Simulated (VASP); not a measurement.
# RbBr (I4/mmm) in VASP: further runs

Runs on RbBr. Level: PBE. Tasks: single point.

Program: VASP 6.6.1. These are calculated values, not measurements. Logs are shortened: lines on timing, memory, paths and dates and some standing lists are left out, and cuts for length are marked.

### 1 The cell of the first run

Symmetry: I4/mmm, No. 139, tetragonal system. Conventional cell: a = 5.441 Å, b = 5.441 Å, c = 5.440 Å, α = 90.00°, β = 90.00°, γ = 90.00°. Within 3.6 Å of Rb (site symmetry 4/mmm) lie 2 Br at 2.72 Å. Br (site symmetry 4/mmm) has 2 Rb at 2.72 Å within 3.6 Å.

### 2 Single point, PBE

Input file INCAR:

```
ALGO = Normal
EDIFF = 1E-6
ENCUT = 520
GGA = PE
ISIF = 2
ISMEAR = 0
LASPH = T
LCHARG = F
LREAL = F
LWAVE = F
NBANDS = 15
NELM = 60
PREC = Accurate
SIGMA = 0.05
```

Input file KPOINTS:

```
k-points
0
Gamma
  6 6 6
```

Input file POSCAR:

```
RbBr
1.0
    0.0000000000      3.8474323490      2.7201346708
    3.8474323490      0.0000000000      2.7201346708
    3.8474323490      3.8474323490      0.0000000000
Rb Br
1 1
Direct
    0.0000000000      0.0000000000      0.0000000000
    0.5000000000      0.5000000000      0.5000000000
```

Potentials or basis: VASP PAW PBE potentials, release 64 (Rb_sv, Br).

The run is started by

```bash
> cat potpaw_PBE.64/Rb_sv/POTCAR potpaw_PBE.64/Br/POTCAR > POTCAR
> mpirun -np 1 vasp_std > vasp.out
```

OUTCAR:

```text
EDIFF = 1E-6
   ENCUT = 520
   GGA = PE
   ISIF = 2
   ISMEAR = 0
   LASPH = T
   LREAL = F
   NELM = 60
   PREC = Accurate

 ion  position               nearest neighbor table
   1  0.000  0.000  0.000-   2 2.72   2 2.72   2 3.85   2 3.85   2 3.85   2 3.85
   2  0.500  0.500  0.500-   1 2.72   1 2.72   1 3.85   1 3.85   1 3.85   1 3.85

  LATTYP: Found a body centered tetragonal cell.
 ALAT       =     5.4410910083
 C/A-ratio  =     0.9998489886

  Lattice vectors:

 A1 = (   0.0000000000,  -3.8474323490,  -2.7201346708)
 A2 = (   0.0000000000,   3.8474323490,  -2.7201346708)
 A3 = (   3.8474323490,   0.0000000000,   2.7201346708)

Analysis of symmetry for initial positions (statically):
=====================================================================
 Subroutine PRICEL returns:
 Original cell was already a primitive cell.

 Routine SETGRP: Setting up the symmetry group for a
 body centered tetragonal supercell.

 Subroutine GETGRP returns: Found 16 space group operations
 (whereof 16 operations were pure point group operations)
 out of a pool of 16 trial point group operations.

The static configuration has the point symmetry D_4h.

Analysis of symmetry for dynamics (positions and initial velocities):
=====================================================================
 Subroutine PRICEL returns:
 Original cell was already a primitive cell.

 Routine SETGRP: Setting up the symmetry group for a
 body centered tetragonal supercell.

 Subroutine GETGRP returns: Found 16 space group operations
 (whereof 16 operations were pure point group operations)
 out of a pool of 16 trial point group operations.

The dynamic configuration has the point symmetry D_4h.

 Subroutine INISYM returns: Found 16 space group operations
 (whereof 16 operations are pure point group operations),
 and found     1 'primitive' translations

----------------------------------------------------------------------------------------

                                     Primitive cell

  volume of cell :      80.5309

  direct lattice vectors                    reciprocal lattice vectors
     0.000000000  3.847432349  2.720134671    -0.129956801  0.129956801  0.183814429
     3.847432349  0.000000000  2.720134671     0.129956801 -0.129956801  0.183814429
     3.847432349  3.847432349  0.000000000     0.129956801  0.129956801 -0.183814429

  length of vectors
     4.711885855  4.711885855  5.441091008     0.259933231  0.259933231  0.259933231

  position of ions in fractional coordinates (direct lattice)
     0.000000000  0.000000000  0.000000000
     0.500000000  0.500000000  0.500000000

  ion indices of the primitive-cell ions
   primitive index   ion index
                 1           1
                 2           2

----------------------------------------------------------------------------------------

 KPOINTS: k-points

Automatic generation of k-mesh.
 Grid dimensions read from file:
 generate k-points for:    6    6    6

 Generating k-lattice:

  Cartesian coordinates                     Fractional coordinates (reciprocal lattice)
    -0.021659467  0.021659467  0.030635738     0.166666667  0.000000000  0.000000000
     0.021659467 -0.021659467  0.030635738     0.000000000  0.166666667  0.000000000
     0.021659467  0.021659467 -0.030635738     0.000000000  0.000000000  0.166666667

  Length of vectors
     0.043322205  0.043322205  0.043322205

  Shift w.r.t. Gamma in fractional coordinates (k-lattice)
     0.000000000  0.000000000  0.000000000

 Subroutine IBZKPT returns following result:
 ===========================================

 Found     30 irreducible k-points:

 Following reciprocal coordinates:
            Coordinates               Weight
  0.000000  0.000000  0.000000      1.000000
  0.166667  0.000000  0.000000      8.000000
  0.333333  0.000000  0.000000      8.000000
  0.500000  0.000000  0.000000      4.000000
  0.166667  0.166667  0.000000      2.000000
  0.333333  0.166667  0.000000      8.000000
[... 16 lines left out ...]
  0.333333  0.000000  0.333333      4.000000
  0.500000  0.000000  0.333333     16.000000
 [... further k-points ...]
   k-points           NKPTS =     30   k-points in BZ     NKDIM =     30   number of bands    NBANDS=     15
   number of dos      NEDOS =    301   number of ions     NIONS =      2
   total plane-waves  NPLWV =  51840
   dimension x,y,z NGX =    36 NGY =   36 NGZ =   40
   dimension x,y,z NGXF=    72 NGYF=   72 NGZF=   80
   ions per type =               1   1
   NGX,Y,Z   is equivalent  to a cutoff of  12.70, 12.70, 12.22 a.u.
   NGXF,Y,Z  is equivalent  to a cutoff of  25.40, 25.40, 24.44 a.u.
 SYSTEM =  unknown system
   PREC   = accura    normal or accurate (medium, high low for compatibility)
   ISTART =      0    job   : 0-new  1-cont  2-samecut
   ICHARG =      2    charge: 1-file 2-atom 10-const
   ISPIN  =      1    spin polarized calculation?
   LNONCOLLINEAR =      F non collinear calculations
[... 57 lines left out ...]
 Fermi energy:        -0.3149875997

 k-point     1 :       0.0000    0.0000    0.0000
  band No.  band energies     occupation
      1     -25.9191      2.00000
      2     -14.0411      2.00000
      3     -10.5945      2.00000
      4     -10.0199      2.00000
      5     -10.0199      2.00000
      6      -1.8844      2.00000
      7      -1.8844      2.00000
      8      -0.5477      2.00000
      9       2.2620      0.00000
     10       5.1792      0.00000
     11       5.1792      0.00000
     12       5.4453      0.00000
     13       7.2630      0.00000
     14       8.6427      0.00000
     15       9.8812      0.00000

 k-point     2 :       0.1667    0.0000    0.0000
  band No.  band energies     occupation
      1     -25.9145      2.00000
      2     -14.1744      2.00000
      3     -10.3007      2.00000
      4     -10.0340      2.00000
      5     -10.0338      2.00000
      6      -2.0737      2.00000
      7      -1.9966      2.00000
      8      -1.1348      2.00000
      9       2.7884      0.00000
     10       5.4779      0.00000
     11       5.6262      0.00000
     12       5.8220      0.00000
     13       6.9248      0.00000
     14       9.5376      0.00000
     15      10.1873      0.00000

 k-point     3 :       0.3333    0.0000    0.0000
  band No.  band energies     occupation
      1     -25.9053      2.00000
      2     -14.4026      2.00000
      3     -10.0712      2.00000
      4     -10.0615      2.00000
      5      -9.6939      2.00000
      6      -2.5091      2.00000
      7      -2.2004      2.00000
      8      -2.0649      2.00000
      9       3.9875      0.00000
     10       5.7670      0.00000
     11       6.6043      0.00000
     12       6.9696      0.00000
     13       7.2802      0.00000
     14       8.8353      0.00000
     15      10.3813      0.00000

 k-point     4 :       0.5000    0.0000    0.0000
  band No.  band energies     occupation
      1     -25.9007      2.00000
      2     -14.5029      2.00000
      3     -10.0856      2.00000
      4     -10.0752      2.00000
      5      -9.3749      2.00000
      6      -2.8827      2.00000
      7      -2.3345      2.00000
      8      -2.2937      2.00000
      9       4.9438      0.00000
     10       5.6186      0.00000
     11       7.5440      0.00000
     12       7.6452      0.00000
     13       7.7521      0.00000
     14       9.0161      0.00000
     15       9.1577      0.00000
[... 307 lines left out ...]
 k-point    22 :      -0.3333    0.5000    0.1667
  band No.  band energies     occupation
      1     -25.9007      2.00000
      2     -13.9996      2.00000
      3     -10.7239      2.00000
      4     -10.1912      2.00000
      5     -10.1254      2.00000
      6      -2.1949      2.00000
      7      -2.1577      2.00000
      8      -0.7331      2.00000
      9       4.0513      0.00000
     10       6.1169      0.00000
     11       6.9100      0.00000
     12       7.8171      0.00000
     13       8.0542      0.00000
     14       8.8931      0.00000
     15       9.1682      0.00000

 k-point    23 :       0.3333    0.0000    0.3333
  band No.  band energies     occupation
      1     -25.9105      2.00000
      2     -14.0199      2.00000
      3     -10.6473      2.00000
      4     -10.1676      2.00000
      5     -10.0179      2.00000
      6      -2.3340      2.00000
      7      -1.9135      2.00000
      8      -0.6136      2.00000
      9       4.0558      0.00000
     10       4.4644      0.00000
     11       6.6685      0.00000
     12       6.9808      0.00000
     13       8.0780      0.00000
     14       8.8176      0.00000
     15       8.9793      0.00000

 k-point    24 :       0.5000    0.0000    0.3333
  band No.  band energies     occupation
      1     -25.9060      2.00000
      2     -14.1532      2.00000
      3     -10.3522      2.00000
      4     -10.1938      2.00000
      5     -10.0322      2.00000
      6      -2.3706      2.00000
      7      -2.0557      2.00000
      8      -1.1790      2.00000
      9       4.7240      0.00000
     10       4.9175      0.00000
     11       6.3723      0.00000
     12       7.5748      0.00000
     13       8.1905      0.00000
     14       8.3494      0.00000
     15       9.7830      0.00000

 [... further k-points ...]
[... 5 lines left out ...]
  --------------------------------------------------------------------------------------
  -------------------------------------------------------------------------------------
  Total       -0.3646095     -0.3646095     14.7524935      0.0000000     -0.0000000      0.0000000
  in kB       -7.2539779     -7.2539779    293.5037320      0.0000000     -0.0000000      0.0000000
  external PRESSURE =      92.9985921 kB  Pullay stress =       0.0000000 kB

 VOLUME and BASIS-vectors are now :
 -----------------------------------------------------------------------------
  energy-cutoff  :      520.00
  volume of cell :       80.53
      direct lattice vectors                 reciprocal lattice vectors
     0.000000000  3.847432349  2.720134671    -0.129956801  0.129956801  0.183814429
     3.847432349  0.000000000  2.720134671     0.129956801 -0.129956801  0.183814429
     3.847432349  3.847432349  0.000000000     0.129956801  0.129956801 -0.183814429

 POSITION                                       TOTAL-FORCE (eV/Angst)
 -----------------------------------------------------------------------------------
      0.00000      0.00000      0.00000         0.000000      0.000000      0.000000
      3.84743      3.84743      2.72013        -0.000000     -0.000000     -0.000000
 -----------------------------------------------------------------------------------
    total drift:                                0.000000      0.000000      0.000000

  FREE ENERGIE OF THE ION-ELECTRON SYSTEM (eV)
  ---------------------------------------------------
  free  energy   TOTEN  =        -4.8242084214 eV

  energy  without entropy=       -4.8242084214  energy(sigma->0) =       -4.82420842
```

Run time: 32 s. Hardware: 1 thread of Intel Xeon 6975P-C, shared host; peak memory 0.23 GiB.

Results:

| Quantity | Value |
| --- | --- |
| Free energy | -4.8242 eV |
| Pressure | 9.3 GPa |
| Band gap on the k mesh | 2.81 eV, direct |

Levels at points of the mesh, in eV from the valence-band top:
| k point | band 4 | band 5 | band 6 | band 7 | band 8 | band 9 | band 10 | band 11 | band 12 | band 13 |
| --- | --- | --- | --- | --- | --- | --- | --- | --- | --- | --- |
| (0.00, 0.00, 0.00) | -9.47 | -9.47 | -1.34 | -1.34 | 0.00 | 2.81 | 5.73 | 5.73 | 5.99 | 7.81 |
| (0.50, 0.00, 0.00) | -9.53 | -8.83 | -2.33 | -1.79 | -1.75 | 5.49 | 6.17 | 8.09 | 8.19 | 8.30 |
| (0.50, 0.50, 0.00) | -9.63 | -9.63 | -1.58 | -1.58 | -0.21 | 4.09 | 6.96 | 8.26 | 8.26 | 8.70 |
| (0.50, 0.00, 0.50) | -9.69 | -9.47 | -1.80 | -1.37 | -0.08 | 4.83 | 5.25 | 7.13 | 8.41 | 8.72 |

### 3 Single point, PBE

This run uses another cell than the first one, of the same volume but with other edges.

Input file INCAR:

```
PREC = Accurate ; ENCUT = 520
EDIFF = 1E-6 ; ISMEAR = 0
SIGMA = 0.05 ; LREAL = False
LASPH = True ; NELM = 100
ALGO = Normal ; ISIF = 2
LWAVE = False ; LCHARG = True
GGA = PE ; LELF = True
LVHAR = True ; NBANDS = 15
```

Input file KPOINTS:

```
Automatic mesh
0
Gamma
  6 6 6
```

Input file POSCAR:

```
RbBr
1.0
    0.0000000000      3.0537090791      4.3179446379
    3.0537090791      0.0000000000      4.3179446379
    3.0537090791      3.0537090791      0.0000000000
Rb Br
1 1
Direct
    0.0000000000      0.0000000000      0.0000000000
    0.5000000000      0.5000000000      0.5000000000
```

Potentials or basis: VASP PAW PBE potentials, release 64 (Rb_sv, Br).

The run is started by

```bash
> cat potpaw_PBE.64/Rb_sv/POTCAR potpaw_PBE.64/Br/POTCAR > POTCAR
> mpirun -np 1 vasp_std > vasp.out
```

It took 35 s on 1 thread of Intel Xeon 6975P-C, shared host; peak memory 0.22 GiB.

It converged, with:

```
Free energy            : -5.5383 eV
Pressure               : 5.7 GPa
Band gap on the k mesh : 3.94 eV, direct
```

Stress tensor (GPa, compression positive):
```
 9.00  0.00  0.00
 0.00  9.00  0.00
 0.00  0.00 -0.85
```

Levels at points of the mesh, in eV from the valence-band top:
```
           k point  band 5  band 6  band 7  band 8  band 9  band 10  band 11  band 12
(0.00, 0.00, 0.00)   -8.58   -0.44    0.00    0.00    3.94     5.95     7.96     7.98
(0.50, 0.00, 0.00)   -8.23   -1.44   -0.75   -0.72    6.42     7.02     9.52     9.65
(0.50, 0.50, 0.00)   -8.60   -0.89   -0.04   -0.04    5.48     7.25     7.56     8.86
(0.50, 0.00, 0.50)   -8.59   -0.48   -0.31   -0.21    5.48     7.16     8.16     9.10
```

### 4 Single point, PBE

This run uses another cell than the first one, of the same volume but with other edges.

Input file INCAR:

```
ALGO = Normal ; EDIFF = 1E-7
ENCUT = 520 ; GGA = PE
ISIF = 2 ; ISMEAR = 0
LASPH = True ; LCHARG = False
LREAL = False ; LWAVE = False
NBANDS = 15 ; NELM = 100
PREC = Accurate ; SIGMA = 0.05
```

Input file KPOINTS:

```
k-points
0
Gamma
  6 6 6
```

Input file POSCAR:

```
RbBr
1.0
    0.0000000000      3.6182993005      3.0755544054
    3.6182993005      0.0000000000      3.0755544054
    3.6182993005      3.6182993005      0.0000000000
Rb Br
1 1
Direct
    0.0000000000      0.0000000000      0.0000000000
    0.5000000000      0.5000000000      0.5000000000
```

The run is started by

```bash
> cat potpaw_PBE.64/Rb_sv/POTCAR potpaw_PBE.64/Br/POTCAR > POTCAR
> mpirun -np 1 vasp_std > vasp.out
```

Wall time 33 s (1 thread of Intel Xeon 6975P-C, shared host); peak memory 0.23 GiB.

It converged, with:

```yaml
Free_energy: -5.9046 eV
Pressure: 2.5 GPa
Band_gap_on_the_k_mesh: 4.04 eV, direct
```

Stress tensor (GPa, compression positive):
```
-0.24  0.00  0.00
 0.00 -0.24  0.00
 0.00  0.00  7.91
```

Levels at points of the mesh, in eV from the valence-band top:
```csv
k point,band 6,band 7,band 8,band 9,band 10,band 11
"(0.00, 0.00, 0.00)",-0.31,-0.31,0.00,4.04,6.78,6.78
"(0.50, 0.00, 0.00)",-1.28,-0.66,-0.64,6.52,7.37,9.23
"(0.50, 0.50, 0.00)",-0.53,-0.53,-0.35,5.22,7.17,9.29
"(0.50, 0.00, 0.50)",-0.81,-0.41,-0.13,5.49,6.71,8.64
```

### 5 Single point, PBE

This run uses another cell than the first one, of the same volume but with other edges.

Input file INCAR:

```
SYSTEM = RbBr
PREC     = Accurate       ! precision mode
ENCUT    = 520            ! plane-wave cutoff, eV
EDIFF    = 1E-6           ! SCF threshold, eV
ISMEAR   = 0              ! smearing method
SIGMA    = 0.05           ! smearing width, eV
LREAL    = .FALSE.        ! projectors in reciprocal space
LASPH    = .TRUE.         ! aspherical terms in the spheres
NELM     = 60             ! most SCF steps
ALGO     = Normal         ! electronic algorithm
ISIF     = 2              ! what is computed and relaxed
LWAVE    = .FALSE.        ! write WAVECAR
LCHARG   = .FALSE.        ! write CHGCAR
GGA      = PE             ! functional
NBANDS   = 15             ! bands
```

Input file KPOINTS:

```
Automatic mesh
0
G
  6 6 6
  0 0 0
```

Input file POSCAR:

```
RbBr
1.0
    0.0000000000      3.2254009890      3.8704811868
    3.2254009890      0.0000000000      3.8704811868
    3.2254009890      3.2254009890      0.0000000000
Rb Br
1 1
Direct
    0.0000000000      0.0000000000      0.0000000000
    0.5000000000      0.5000000000      0.5000000000
```

The run is started by

```bash
> cat potpaw_PBE.64/Rb_sv/POTCAR potpaw_PBE.64/Br/POTCAR > POTCAR
> mpirun -np 1 vasp_std > vasp.out
```

Run time: 32 s. Hardware: 1 thread of Intel Xeon 6975P-C, shared host; peak memory 0.23 GiB.

The run converged. Its results:

```yaml
Free_energy: -5.9382 eV
Pressure: 2.4 GPa
Band_gap_on_the_k_mesh: 4.21 eV, direct
```

Stress tensor (GPa, compression positive):
```
 4.06  0.00  0.00
 0.00  4.06  0.00
 0.00  0.00 -0.92
```

Levels at points of the mesh, in eV from the valence-band top:
| k point | band 6 | band 7 | band 8 | band 9 | band 10 | band 11 |
| --- | --- | --- | --- | --- | --- | --- |
| (0.00, 0.00, 0.00) | -0.19 | 0.00 | 0.00 | 4.21 | 6.55 | 7.63 |
| (0.50, 0.00, 0.00) | -1.14 | -0.50 | -0.47 | 6.67 | 7.47 | 9.49 |
| (0.50, 0.50, 0.00) | -0.70 | -0.09 | -0.09 | 5.63 | 7.08 | 8.48 |
| (0.50, 0.00, 0.50) | -0.40 | -0.31 | -0.21 | 5.53 | 7.12 | 9.24 |

### 6 Single point, PBE

This run uses another cell than the first one, of the same volume but with other edges.

Input file INCAR:

```
SYSTEM = RbBr
PREC = Accurate ; ENCUT = 520
EDIFF = 1E-6 ; ISMEAR = 0
SIGMA = 0.05 ; LREAL = .False.
LASPH = .True. ; NELM = 80
ALGO = Normal ; ISIF = 2
LWAVE = .False. ; LCHARG = .False.
GGA = PE ; NBANDS = 15
```

Input file KPOINTS:

```
regular mesh
0
Gamma
  6 6 6
  0 0 0
```

Input file POSCAR:

```
RbBr
1.0
    0.0000000000      3.7234534543      2.9042936943
    3.7234534543      0.0000000000      2.9042936943
    3.7234534543      3.7234534543      0.0000000000
Rb Br
1 1
Direct
    0.0000000000      0.0000000000      0.0000000000
    0.5000000000      0.5000000000      0.5000000000
```

Potentials or basis: VASP PAW PBE potentials, release 64 (Rb_sv, Br).

The run is started by

```bash
> cat potpaw_PBE.64/Rb_sv/POTCAR potpaw_PBE.64/Br/POTCAR > POTCAR
> mpirun -np 1 vasp_std > vasp.out
```

It took 28 s on 1 thread of Intel Xeon 6975P-C, shared host; peak memory 0.23 GiB.

The run converged. Its results:

| Property | Result |
| --- | --- |
| Free energy | -5.5651 eV |
| Pressure | 4.8 GPa |
| Band gap on the k mesh | 3.62 eV, direct |

Stress tensor (GPa, compression positive):
```
-0.55  0.00  0.00
 0.00 -0.55  0.00
 0.00  0.00 15.45
```

Levels at points of the mesh, in eV from the valence-band top:
| k point | band 4 | band 5 | band 6 | band 7 | band 8 | band 9 | band 10 | band 11 | band 12 | band 13 |
| --- | --- | --- | --- | --- | --- | --- | --- | --- | --- | --- |
| (0.00, 0.00, 0.00) | -8.94 | -8.94 | -0.67 | -0.67 | 0.00 | 3.62 | 6.39 | 6.39 | 6.91 | 7.88 |
| (0.50, 0.00, 0.00) | -8.99 | -8.60 | -1.65 | -1.05 | -1.01 | 6.16 | 6.95 | 8.89 | 8.95 | 9.03 |
| (0.50, 0.50, 0.00) | -9.07 | -9.07 | -0.90 | -0.90 | -0.28 | 4.82 | 7.15 | 9.12 | 9.23 | 9.34 |
| (0.50, 0.00, 0.50) | -9.14 | -8.95 | -1.16 | -0.73 | -0.11 | 5.29 | 6.19 | 8.08 | 9.05 | 9.38 |

### 7 Overview

| cell | gap on the mesh (eV) | pressure (GPa) |
| --- | --- | --- |
| a = 4.712, b = 4.712, c = 5.441 Å, angles 54.7, 54.7, 70.5°, 2 atoms | 2.81 | 9.3 |
| a = 5.289, b = 5.289, c = 4.319 Å, angles 65.9, 65.9, 48.2°, 2 atoms | 3.94 | 5.7 |
| a = 4.749, b = 4.749, c = 5.117 Å, angles 57.4, 57.4, 65.2°, 2 atoms | 4.04 | 2.5 |
| a = 5.038, b = 5.038, c = 4.561 Å, angles 63.1, 63.1, 53.8°, 2 atoms | 4.21 | 2.4 |
| a = 4.722, b = 4.722, c = 5.266 Å, angles 56.1, 56.1, 67.8°, 2 atoms | 3.62 | 4.8 |

Alike in all rows: task single point; level PBE; potentials or basis VASP PAW PBE potentials, release 64 (Rb_sv, Br); no spin polarisation; k mesh 6 × 6 × 6; cutoff (eV) 520; smearing gaussian 0.05 eV.

Absolute energies hang on the potentials; compare differences alone.
